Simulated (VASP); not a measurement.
# Be5Te2 (P3m1) in VASP: notebook, part 2 of 2

VASP 6.6.1. Earlier steps stand in the parts before.

## (4) Relaxation of cell and atoms, PBE

This run uses another cell than the first one, of 16.16 Å³/atom, 0.967 times its volume.

INCAR reads:

```
SYSTEM = Be5Te2
ALGO = Normal
EDIFF = 1E-6
EDIFFG = -0.08
ENCUT = 600
GGA = PE
IBRION = 2
ISIF = 3
ISMEAR = 0
LASPH = .TRUE.
LCHARG = .FALSE.
LREAL = .FALSE.
LWAVE = .FALSE.
NELM = 100
NSW = 36
PREC = Accurate
SIGMA = 0.2
```

KPOINTS reads:

```
k-points
0
G
  5 5 2
  0 0 0
```

POSCAR reads:

```
Be5Te2
1.0
    3.9200000000      0.0000000000      0.0000000000
   -1.9600000000      3.3948195800      0.0000000000
    0.0000000000      0.0000000000      8.5000000000
Be Te
5 2
Direct
    0.0000000000      0.0000000000      0.0000000000
    0.0000000000      0.0000000000      0.7400000000
    0.6666666700      0.3333333300      0.0000000000
    0.3333333300      0.6666666700      0.0000000000
    0.6666666700      0.3333333300      0.3600000000
    0.3333333300      0.6666666700      0.2700000000
    0.6666666700      0.3333333300      0.6500000000
```

Potentials or basis: VASP PAW PBE potentials, release 64 (Be, Te).

Run with:

```sh
> cat potpaw_PBE.64/Be/POTCAR potpaw_PBE.64/Te/POTCAR > POTCAR
> mpirun -np 1 vasp_std > vasp.out
```

OUTCAR:

```text
SYSTEM = Be5Te2
   EDIFF = 1E-6
   EDIFFG = -0.08
   ENCUT = 600
   GGA = PE
   IBRION = 2
   ISIF = 3
   ISMEAR = 0
   LASPH = .TRUE.
   LREAL = .FALSE.
   NELM = 100
   NSW = 36
   PREC = Accurate

 ion  position               nearest neighbor table
   1  0.000  0.000  0.000-   2 2.21   3 2.26   4 2.26   4 2.26   3 2.26   3 2.26   4 2.26
   2  0.000  0.000  0.740-   1 2.21   7 2.39   7 2.39   7 2.39
   3  0.667  0.333  0.000-   4 2.26   1 2.26   4 2.26   1 2.26   1 2.26   4 2.26   7 2.98
   4  0.333  0.667  0.000-   3 2.26   1 2.26   3 2.26   1 2.26   1 2.26   3 2.26   6 2.30
   5  0.667  0.333  0.360-   6 2.39   6 2.39   6 2.39   7 2.46
   6  0.333  0.667  0.270-   4 2.30   5 2.39   5 2.39   5 2.39
   7  0.667  0.333  0.650-   2 2.39   2 2.39   2 2.39   5 2.46   3 2.98

  LATTYP: Found a hexagonal cell.
 ALAT       =     3.9200000000
 C/A-ratio  =     2.1683673469

  Lattice vectors:

 A1 = (   3.9200000000,   0.0000000000,   0.0000000000)
 A2 = (  -1.9600000000,   3.3948195800,   0.0000000000)
 A3 = (   0.0000000000,   0.0000000000,   8.5000000000)

Analysis of symmetry for initial positions (statically):
=====================================================================
 Subroutine PRICEL returns:
 Original cell was already a primitive cell.

[... 173 lines left out ...]
  -------------------------------------------------------------------------------------
  Total       -1.1482785     -1.1482785      8.2902841      0.0000000      0.0000000      0.0000000
  in kB      -16.2643281    -16.2643281    117.4243882      0.0000000      0.0000000      0.0000000
  external PRESSURE =      28.2985773 kB  Pullay stress =       0.0000000 kB
[... 104 lines left out ...]
  FREE ENERGIE OF THE ION-ELECTRON SYSTEM (eV)
  ---------------------------------------------------
  free  energy   TOTEN  =       -23.7659646108 eV

  energy  without entropy=      -23.7084554199  energy(sigma->0) =      -23.73721002

[... ionic steps 4 to 13 ...]

--------------------------------------- Ionic step       14  -------------------------------------------

 number of electron      22.0000000 magnetization

------------------------ aborting loop because EDIFF is reached ----------------------------------------
[... 77 lines left out ...]
--------------------------------------- Ionic step       16  -------------------------------------------

 number of electron      22.0000000 magnetization

 Free energy of the ion-electron system (eV)
  ---------------------------------------------------
  ext. energy  EPLUGINS =         0.00000000
  ---------------------------------------------------
  free energy    TOTEN  =       -23.97202000 eV

  energy without entropy =      -23.92624191  energy(sigma->0) =      -23.94913096

 E-fermi :   5.8280     XC(G=0):  -9.3962

 val. band max:        5.7288678180   @ k =   0.2000   0.0000   0.0000
 cond. band min:       5.8571692382   @ k =   0.4000   0.0000   0.0000
 fundamental gap:      0.1283014202
 Fermi energy:         5.8279949667

 k-point     1 :       0.0000    0.0000    0.0000
  band No.  band energies     occupation
      1      -7.3570      2.00000
      2      -6.7586      2.00000
      3      -2.1900      2.00000
      4       1.1929      2.00000
      5       1.4291      2.00000
      6       4.4709      2.00000
      7       4.4709      2.00000
      8       4.9360      2.00000
      9       4.9360      2.00000
     10       7.1413      0.00000
     11       7.3325      0.00000
     12       7.3325      0.00000
     13       7.7621      0.00000
     14       7.7621      0.00000
[... 195 lines left out ...]
  FREE ENERGIE OF THE ION-ELECTRON SYSTEM (eV)
  ---------------------------------------------------
  free  energy   TOTEN  =       -23.9720200023 eV

  energy  without entropy=      -23.9262419099  energy(sigma->0) =      -23.94913096

 reached required accuracy - stopping structural energy minimisation
```

CONTCAR:

```text
Be5Te2
   1.00000000000000
     3.8277204924299824    0.0000000000000000    0.0000000000000000
    -1.9138602462149912    3.3149031823941750   -0.0000000000000000
     0.0000000000000000   -0.0000000000000000    9.2163142624802354
  Be              Te
     5     2
Direct
     0.0000000000000000    0.0000000000000000    0.0001620520332356
     0.0000000000000000    0.0000000000000000    0.7632856604896519
     0.6666666699999979    0.3333333300000021    0.9468850114275031
     0.3333333300000021    0.6666666699999979    0.9977181778720619
     0.6666666699999979    0.3333333300000021    0.3793856196010223
     0.3333333300000021    0.6666666699999979    0.2829232779208444
     0.6666666699999979    0.3333333300000021    0.6496402006556842

  0.00000000E+00  0.00000000E+00  0.00000000E+00
  0.00000000E+00  0.00000000E+00  0.00000000E+00
  0.00000000E+00  0.00000000E+00  0.00000000E+00
  0.00000000E+00  0.00000000E+00  0.00000000E+00
  0.00000000E+00  0.00000000E+00  0.00000000E+00
  0.00000000E+00  0.00000000E+00  0.00000000E+00
  0.00000000E+00  0.00000000E+00  0.00000000E+00
```

Wall time 4.5 min (1 thread of AMD EPYC 7R43 (Zen 3), shared host); peak memory 0.24 GiB.

What came out:

| Property | Result |
| --- | --- |
| Free energy | -23.9720 eV |
| Relaxed volume | 16.71 Å³/atom |
| Relaxed cell | a = 3.828 Å, b = 3.828 Å, c = 9.216 Å, α = 90.00°, β = 90.00°, γ = 120.00° |
| Space group after relaxing (to 0.05 Å) | P3m1 (No. 156) |
| Energy gained by relaxing | 92.2 meV/atom |
| Ionic steps | 16 |
| Pressure after relaxing | 0.0 GPa |
| Largest force after relaxing | 0.073 eV/Å |
| Band gap on the k mesh | zero (band 11 reaches 7.33 eV, above the bottom of band 12 at 5.86 eV) |

Forces on the atoms (eV/Å):
```
Be   0.000  0.000 -0.033
Be   0.000  0.000  0.025
Be   0.000  0.000  0.073
Be   0.000  0.000 -0.061
Be   0.000  0.000 -0.023
Te   0.000  0.000  0.019
Te   0.000  0.000 -0.001
```

Step by step:
| step | energy change (eV) | largest force (eV/Å) | pressure (GPa) | volume (Å³) |
| --- | --- | --- | --- | --- |
| 1 | 0.0000 | 1.4204 | 2.83 | 113.12 |
| 2 | -0.4052 | 0.7140 | 0.46 | 117.69 |
| 3 | -0.4394 | 0.6887 | 0.11 | 118.97 |
| 4 | -0.4519 | 0.6181 | -0.47 | 121.48 |
| 5 | -0.4561 | 0.6510 | -0.27 | 120.56 |
| 6 | -0.5013 | 0.5742 | -0.21 | 120.30 |
| 7 | -0.5723 | 0.3466 | -0.01 | 119.53 |
| 8 | -0.5743 | 0.4122 | 0.03 | 119.37 |
| 9 | -0.6078 | 0.2136 | 0.00 | 119.27 |
| 10 | -0.6195 | 0.2148 | 0.02 | 119.16 |
| 11 | -0.6294 | 0.1192 | -0.13 | 119.19 |
| 12 | -0.6308 | 0.1474 | -0.20 | 119.21 |
| 13 | -0.6387 | 0.1022 | -0.07 | 118.28 |
| 14 | -0.6423 | 0.1174 | 0.15 | 116.99 |
| 15 | -0.6451 | 0.0846 | -0.01 | 116.92 |
| 16 | -0.6455 | 0.0731 | 0.03 | 116.94 |

Final structure:
```
CELL_PARAMETERS angstrom
3.82772 0.00000 0.00000
-1.91386 3.31490 0.00000
0.00000 0.00000 9.21631
ATOMIC_POSITIONS crystal
Be 0.00000 0.00000 0.00016
Be 0.00000 0.00000 0.76329
Be 0.66667 0.33333 0.94688
Be 0.33333 0.66667 0.99772
Be 0.66667 0.33333 0.37939
Te 0.33333 0.66667 0.28292
Te 0.66667 0.33333 0.64964
```

Caveat: the k points lie up to 0.38 Å⁻¹ apart in the final cell; spin-orbit coupling is left out, which moves the levels of the heavy elements; the relaxation stopped at a loose force limit of 0.08 eV/Å, so its end isn't a converged minimum.

## (5) Overview

```tsv
task	cell	k mesh	cutoff (eV)	gap on the mesh (eV)	pressure (GPa)	largest force (eV/Å)
single point	a = 3.828, b = 3.828, c = 9.215 Å, angles 90.0, 90.0, 120.0°, 7 atoms	5 × 5 × 2	520	none	0.1	0.05
single point	a = 3.832, b = 3.832, c = 9.152 Å, angles 90.0, 90.0, 120.0°, 7 atoms	6 × 6 × 4	520	none	0.2	0.04
relaxation of cell and atoms	relaxed from a = 3.920, b = 3.920, c = 8.500 Å, angles 90.0, 90.0, 120.0°, 7 atoms	5 × 5 × 2	600	none	0.0	0.07
```

Alike in all rows: level PBE; potentials or basis VASP PAW PBE potentials, release 64 (Be, Te); no spin polarisation; smearing gaussian 0.2 eV.

Caveats: some runs use coarse meshes; spin-orbit coupling is left out, which moves the levels of the heavy elements; the relaxation stopped at a loose force limit of 0.08 eV/Å, so its end isn't a converged minimum (some runs).

Total energies depend on the potentials used, so only differences within one code and one set of settings carry meaning.
